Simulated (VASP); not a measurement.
Input of a VASP 6.6.1 run:

The input INCAR:

```
SYSTEM = GaN
  PREC = Accurate
  ENCUT = 520
  EDIFF = 1E-6
  ISMEAR = 0
  SIGMA = 0.01
  LREAL = .False.
  LASPH = .True.
  NELM = 60
  ALGO = Normal
  ISIF = 2
  LWAVE = .False.
  LCHARG = .False.
  GGA = PE
  NBANDS = 16
```

KPOINTS

```
regular mesh
0
Gamma
  8 8 8
  0 0 0
```

POSCAR

```
GaN
1.0
    0.0000000000      2.2831557297      2.2831557297
    2.2831557297      0.0000000000      2.2831557297
    2.2831557297      2.2831557297      0.0000000000
Ga N
1 1
Direct
    0.0000000000      0.0000000000      0.0000000000
    0.7500000000      0.7500000000      0.7500000000
```

Potentials or basis: VASP PAW PBE potentials, release 64 (Ga_d, N).

Command:

```sh
$ cat potpaw_PBE.64/Ga_d/POTCAR potpaw_PBE.64/N/POTCAR > POTCAR
$ mpirun -np 1 vasp_std > vasp.out
```

(1) What does it give for the band gap on the k mesh?

(2) Predict the pressure.

## Answers

(1) 1.47 eV, direct.

(2) -1.9 GPa.
